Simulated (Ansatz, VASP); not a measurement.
## Nb2Te6Mo: VASP beside Ansatz

```xyz
9
Lattice="6.2677 0.0000 0.0000 -3.1339 5.4280 0.0000 0.0000 0.0000 7.8394" Properties=species:S:1:pos:R:3 pbc="T T T"
Nb    0.0000    3.6187    0.0000
Nb    3.1339    1.8093    0.0000
Te    4.2052    0.0000    5.9891
Te    1.0312    1.7861    5.9891
Te   -2.1026    3.6418    5.9891
Te    2.0625    0.0000    1.8502
Te   -1.0312    1.7861    1.8502
Te    2.1026    3.6418    1.8502
Mo    0.0000    0.0000    0.0000
```

Alike in both runs: functional PBE; k mesh 6 × 6 × 6; occupations gaussian, width 0.1 eV; no spin polarisation.

Ansatz relaxed the structure, and its values are those at the end. VASP's run is a single point on that final structure, the one shown.

|  | VASP | Ansatz |
| --- | --- | --- |
| version | VASP 6.6.1 | Ansatz 0.2.0 |
| potentials or method | VASP PAW PBE potentials, release 64 (Nb_sv, Te, Mo_sv), cutoff 520 eV | scalar-relativistic, plane waves, PAW |
| valence electrons in the cell | 76 | 136 |

```csv
,VASP,Ansatz,Ansatz less VASP
gap on the k mesh at the Fermi level (eV),none,none,-
pressure (GPa),0.0,0.0,+0.06
```

A gap of «none» marks a metal or a gap that the smearing closes. The functional is the same, so the differences come from potentials, cutoffs and numerics. VASP's potentials hold 76 valence electrons a cell and Ansatz's 136, so a difference there can come from the potentials and not from the codes.

Spin-orbit coupling is off throughout.
